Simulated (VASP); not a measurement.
# Sb (Pm-3m) in VASP: further runs, part 3 of 3

VASP 6.6.1.

### Step 5. Single point, revPBE (volume scaled by 0.88)

Contents of INCAR:

```
SYSTEM = Sb
  PREC = Accurate
  ENCUT = 500
  EDIFF = 1E-6
  ISMEAR = -1
  SIGMA = 0.1
  LREAL = .False.
  LASPH = .True.
  NELM = 120
  ALGO = Normal
  ISIF = 2
  LWAVE = .False.
  LCHARG = .True.
  GGA = RE
  LELF = .True.
  LVHAR = .True.
  NBANDS = 8
  GGA_COMPAT = .False.
```

Contents of KPOINTS:

```
Automatic mesh
0
Gamma
  11 11 11
  0 0 0
```

Contents of POSCAR:

```
Sb
1.0
    2.9925291630      0.0000000000      0.0000000000
    0.0000000000      2.9925291630      0.0000000000
    0.0000000000      0.0000000000      2.9925291630
Sb
1
Direct
    0.0000000000      0.0000000000      0.0000000000
```

Potentials or basis: VASP PAW PBE potentials, release 64 (Sb).

Started as:

```console
$ cat potpaw_PBE.64/Sb/POTCAR > POTCAR
$ mpirun -np 1 vasp_std > vasp.out
```

OUTCAR:

```text
SYSTEM = Sb
   PREC = Accurate
   ENCUT = 500
   EDIFF = 1E-6
   ISMEAR = -1
   LREAL = .False.
   LASPH = .True.
   NELM = 120
   ISIF = 2
   GGA = RE

 ion  position               nearest neighbor table
   1  0.000  0.000  0.000-

  LATTYP: Found a simple cubic cell.
 ALAT       =     2.9925291630

  Lattice vectors:

 A1 = (   2.9925291630,   0.0000000000,   0.0000000000)
 A2 = (   0.0000000000,   2.9925291630,   0.0000000000)
 A3 = (   0.0000000000,   0.0000000000,   2.9925291630)

Analysis of symmetry for initial positions (statically):
=====================================================================
 Subroutine PRICEL returns:
 Original cell was already a primitive cell.

 Routine SETGRP: Setting up the symmetry group for a
 simple cubic supercell.

 Subroutine GETGRP returns: Found 48 space group operations
 (whereof 48 operations were pure point group operations)
 out of a pool of 48 trial point group operations.

The static configuration has the point symmetry O_h .

Analysis of symmetry for dynamics (positions and initial velocities):
=====================================================================
 Subroutine PRICEL returns:
 Original cell was already a primitive cell.

 Routine SETGRP: Setting up the symmetry group for a
 simple cubic supercell.

 Subroutine GETGRP returns: Found 48 space group operations
 (whereof 48 operations were pure point group operations)
 out of a pool of 48 trial point group operations.

The dynamic configuration has the point symmetry O_h .

 Subroutine INISYM returns: Found 48 space group operations
 (whereof 48 operations are pure point group operations),
 and found     1 'primitive' translations

----------------------------------------------------------------------------------------

                                     Primitive cell

  volume of cell :      26.7988

  direct lattice vectors                    reciprocal lattice vectors
     2.992529163  0.000000000  0.000000000     0.334165499  0.000000000  0.000000000
     0.000000000  2.992529163  0.000000000     0.000000000  0.334165499  0.000000000
     0.000000000  0.000000000  2.992529163     0.000000000  0.000000000  0.334165499

  length of vectors
     2.992529163  2.992529163  2.992529163     0.334165499  0.334165499  0.334165499

  position of ions in fractional coordinates (direct lattice)
     0.000000000  0.000000000  0.000000000

  ion indices of the primitive-cell ions
   primitive index   ion index
                 1           1

----------------------------------------------------------------------------------------

 KPOINTS: Automatic mesh

Automatic generation of k-mesh.
 Grid dimensions read from file:
 generate k-points for:   11   11   11

 Generating k-lattice:

  Cartesian coordinates                     Fractional coordinates (reciprocal lattice)
     0.030378682  0.000000000  0.000000000     0.090909091  0.000000000  0.000000000
     0.000000000  0.030378682  0.000000000     0.000000000  0.090909091  0.000000000
     0.000000000  0.000000000  0.030378682     0.000000000  0.000000000  0.090909091

  Length of vectors
     0.030378682  0.030378682  0.030378682

  Shift w.r.t. Gamma in fractional coordinates (k-lattice)
     0.000000000  0.000000000  0.000000000

 Subroutine IBZKPT returns following result:
 ===========================================

 Found     56 irreducible k-points:

 Following reciprocal coordinates:
            Coordinates               Weight
  0.000000  0.000000  0.000000      1.000000
  0.090909  0.000000  0.000000      6.000000
  0.181818  0.000000  0.000000      6.000000
  0.272727  0.000000  0.000000      6.000000
  0.363636  0.000000  0.000000      6.000000
  0.454545  0.000000  0.000000      6.000000
[... 16 lines left out ...]
  0.181818  0.090909  0.090909     24.000000
  0.272727  0.090909  0.090909     24.000000
 [... further k-points ...]
   k-points           NKPTS =     56   k-points in BZ     NKDIM =     56   number of bands    NBANDS=      8
   number of dos      NEDOS =    301   number of ions     NIONS =      1
   total plane-waves  NPLWV =  13824
   dimension x,y,z NGX =    24 NGY =   24 NGZ =   24
   dimension x,y,z NGXF=    48 NGYF=   48 NGZF=   48
   ions per type =               1
   NGX,Y,Z   is equivalent  to a cutoff of  13.33, 13.33, 13.33 a.u.
   NGXF,Y,Z  is equivalent  to a cutoff of  26.67, 26.67, 26.67 a.u.
 SYSTEM =  Sb
   PREC   = accura    normal or accurate (medium, high low for compatibility)
   ISTART =      0    job   : 0-new  1-cont  2-samecut
   ICHARG =      2    charge: 1-file 2-atom 10-const
   ISPIN  =      1    spin polarized calculation?
   LNONCOLLINEAR =      F non collinear calculations
   LSORBIT =      F    spin-orbit coupling
   LASPH  =      T    aspherical Exc in radial PAW
   ENCUT  =  500.0 eV  36.75 Ry    6.06 a.u.   5.46  5.46  5.46*2*pi/ulx,y,z
   NELM   =    120;   NELMIN=  2; NELMDL= -5     # of ELM steps
   EDIFF  = 0.1E-05   stopping-criterion for ELM
   LREAL  =      F    real-space projection
   EDIFFG = 0.1E-04   stopping-criterion for IOM
   NSW    =      0    number of steps for IOM
   IBRION =     -1    ionic relax: 0-MD 1-quasi-New 2-CG
   NFREE  =      0    steps in history (QN), initial steepest desc. (CG)
   ISIF   =      2    stress and relaxation
   ISYM   =      2    0-nonsym 1-usesym 2-fastsym
   POTIM  = 0.5000    time-step for ionic-motion
   TEBEG  =    0.0;   TEEND  =   0.0 temperature during run
   PSTRESS=    0.0 pullay stress
   NELECT =       5.0000    total number of electrons
   NUPDOWN=      -1.0000    fix difference up-down
   EMIN   =  10.00;   EMAX   =-10.00  energy-range for DOS
   EFERMI =   0.00;   METHOD = LEGACY
   ISMEAR =    -1;   SIGMA  =   0.10  broadening in eV -4-tet -1-fermi 0-gaus
   EFERMI_NEDOS =   21; number of points for ismear=-14 and -15
   IALGO  =     38    algorithm
   IMIX   =      4    mixing-type and parameters
     AMIX     =   0.40;   BMIX     =  1.00
     AMIX_MAG =   1.60;   BMIX_MAG =  1.00
  volume/ion in A,a.u.               =      26.80       180.85
  Fermi-wavevector in a.u.,A,eV,Ry     =   0.935463  1.767768 11.906327  0.875090
  Thomas-Fermi vector in A             =   2.062373
   LORBIT       =      0    0 simple, 1 ext, 2 COOP (PROOUT), +10 PAW based schemes
   GGA     = RE    functional components
   LHFCALC =     F    Hartree Fock is set to
   AEXX    =    0.0000 exact exchange contribution
   IVDW    =     0    specifies the selected vdW correction
   LEPSILON=     F    determine dielectric tensor
   LRPA    =     F    only Hartree local field effects (RPA)
 non-spin polarized calculation
  energy-cutoff  :      500.00
  volume of cell :       26.80
 maximum number of plane-waves:       703
 NGX is ok and might be reduce to    24
   NGX = 11   NGY = 11   NGZ = 11

 number of electron       5.0000001 magnetization

 Free energy of the ion-electron system (eV)
  ---------------------------------------------------
  ext. energy  EPLUGINS =         0.00000000
  ---------------------------------------------------
  free energy    TOTEN  =        -3.66585373 eV

  energy without entropy =       -3.64545419  energy(sigma->0) =       -3.65565396

 E-fermi :   8.5761     XC(G=0): -10.0489

 val. band max:        8.5397620679   @ k =   0.1818   0.1818   0.0909
 cond. band min:       8.6443966329   @ k =   0.4545   0.3636   0.3636
 fundamental gap:      0.1046345650
 Fermi energy:         8.5761204108

 k-point     1 :       0.0000    0.0000    0.0000
  band No.  band energies     occupation
      1      -4.6277      2.00000
      2      12.1761      0.00000
      3      12.1761      0.00000
      4      12.1761      0.00000
      5      15.6232      0.00000
      6      15.6232      0.00000
      7      17.6139      0.00000
      8      26.8323      0.00000

 k-point     2 :       0.0909    0.0000    0.0000
  band No.  band energies     occupation
      1      -4.4940      2.00000
      2      10.6071      0.00000
      3      12.3124      0.00000
      4      12.3124      0.00000
      5      15.7223      0.00000
      6      16.5494      0.00000
      7      18.5108      0.00000
      8      25.8353      0.00000
[... 221 lines left out ...]
 k-point    23 :       0.1818    0.0909    0.0909
  band No.  band energies     occupation
      1      -3.8298      2.00000
      2       8.3940      1.72141
      3      11.1157      0.00000
      4      11.4542      0.00000
      5      17.9205      0.00000
      6      18.7290      0.00000
      7      21.1063      0.00000
      8      22.3937      0.00000

 k-point    24 :       0.2727    0.0909    0.0909
  band No.  band energies     occupation
      1      -3.1899      2.00000
      2       6.0565      2.00000
      3      11.6984      0.00000
      4      12.0696      0.00000
      5      18.3887      0.00000
      6      18.9979      0.00000
      7      20.6140      0.00000
      8      21.3610      0.00000

 [... further k-points ...]
[... 5 lines left out ...]
  --------------------------------------------------------------------------------------
  -------------------------------------------------------------------------------------
  Total        1.5550281      1.5550281      1.5550281      0.0000000      0.0000000      0.0000000
  in kB       92.9680339     92.9680339     92.9680339      0.0000000      0.0000000      0.0000000
  external PRESSURE =      92.9680339 kB  Pullay stress =       0.0000000 kB

 VOLUME and BASIS-vectors are now :
 -----------------------------------------------------------------------------
  energy-cutoff  :      500.00
  volume of cell :       26.80
      direct lattice vectors                 reciprocal lattice vectors
     2.992529163  0.000000000  0.000000000     0.334165499  0.000000000  0.000000000
     0.000000000  2.992529163  0.000000000     0.000000000  0.334165499  0.000000000
     0.000000000  0.000000000  2.992529163     0.000000000  0.000000000  0.334165499

 POSITION                                       TOTAL-FORCE (eV/Angst)
 -----------------------------------------------------------------------------------
      0.00000      0.00000      0.00000         0.000000      0.000000      0.000000
 -----------------------------------------------------------------------------------
    total drift:                                0.000000      0.000000      0.000000

  FREE ENERGIE OF THE ION-ELECTRON SYSTEM (eV)
  ---------------------------------------------------
  free  energy   TOTEN  =        -3.6658537271 eV

  energy  without entropy=       -3.6454541876  energy(sigma->0) =       -3.65565396
```

OSZICAR:

```text
N       E                     dE             d eps       ncg     rms          rms(c)
DAV:   1     0.547121476757E+01    0.54712E+01   -0.16988E+03   912   0.399E+02
DAV:   2    -0.356566228550E+01   -0.90369E+01   -0.86117E+01  1344   0.520E+01
DAV:   3    -0.365975982234E+01   -0.94098E-01   -0.93982E-01  1104   0.614E+00
DAV:   4    -0.366005318161E+01   -0.29336E-03   -0.29336E-03  1352   0.389E-01
DAV:   5    -0.366005444051E+01   -0.12589E-05   -0.12579E-05  1192   0.165E-02    0.241E+00
DAV:   6    -0.366324052454E+01   -0.31861E-02   -0.78832E-04  1272   0.211E-01    0.146E+00
DAV:   7    -0.366575545999E+01   -0.25149E-02   -0.23092E-03   984   0.345E-01    0.755E-02
DAV:   8    -0.366584490079E+01   -0.89441E-04   -0.10836E-04  1208   0.690E-02    0.719E-03
DAV:   9    -0.366585228716E+01   -0.73864E-05   -0.80469E-06  1128   0.177E-02    0.228E-03
DAV:  10    -0.366585346575E+01   -0.11786E-05   -0.16280E-06  1152   0.774E-03    0.127E-03
DAV:  11    -0.366585372714E+01   -0.26139E-06   -0.16260E-08   608   0.916E-04
   1 F= -.36658537E+01 E0= -.36556540E+01  d E =-.203995E-01
```

stdout:

```text
POSCAR found type information on POSCAR Sb
 POSCAR found :  1 types and       1 ions
 scaLAPACK will be used
 -----------------------------------------------------------------------------
|                                                                             |
|                                                                             |
|     You enforced a specific xc type in the INCAR file but a different       |
|     I HOPE YOU KNOW WHAT YOU ARE DOING!                                     |
|                                                                             |
 -----------------------------------------------------------------------------

 LDA part: xc-table for (Slater+PW92), standard interpolation
 POSCAR, INCAR and KPOINTS ok, starting setup
 FFT: planning ... GRIDC
 FFT: planning ... GRID_SOFT
 FFT: planning ... GRID
 WAVECAR not read
 entering main loop
```

Wall time 5.9 s (1 thread of Intel Xeon 6975P-C, shared host); peak memory 0.14 GiB.

What came out:

```yaml
Free_energy: -3.6659 eV
Pressure: 9.3 GPa
```

Levels at points of the mesh, in eV from the Fermi level:
| k point | band 1 | band 2 | band 3 | band 4 | band 5 | band 6 | band 7 |
| --- | --- | --- | --- | --- | --- | --- | --- |
| (0.00, 0.00, 0.00) | -13.20 | 3.60 | 3.60 | 3.60 | 7.05 | 7.05 | 9.04 |

Caveat: the PAW data sets were made with another functional, which shifts forces and pressure a little; spin-orbit coupling is left out, which moves the levels of the heavy elements.

### Step 6. Summary

```csv
task,cell,k mesh,cutoff (eV),gap on the mesh (eV),pressure (GPa)
single point,"a = 3.123 Å, 1 atom",10 × 10 × 10,520,none,-0.1
single point,"a = 3.123 Å, 1 atom",17 × 17 × 17,520,none,0.2
relaxation of cell and atoms,"relaxed from a = 3.085 Å, 1 atom",10 × 10 × 10,600,none,0.0
single point,"a = 2.993 Å, 1 atom",11 × 11 × 11,500,none,9.3
```

Alike in all rows: level revPBE; potentials or basis VASP PAW PBE potentials, release 64 (Sb); no spin polarisation; smearing fermi-dirac 0.1 eV.

Caveats: the PAW data sets were made with another functional, which shifts forces and pressure a little; spin-orbit coupling is left out, which moves the levels of the heavy elements.

Absolute energies hang on the potentials; compare differences alone.
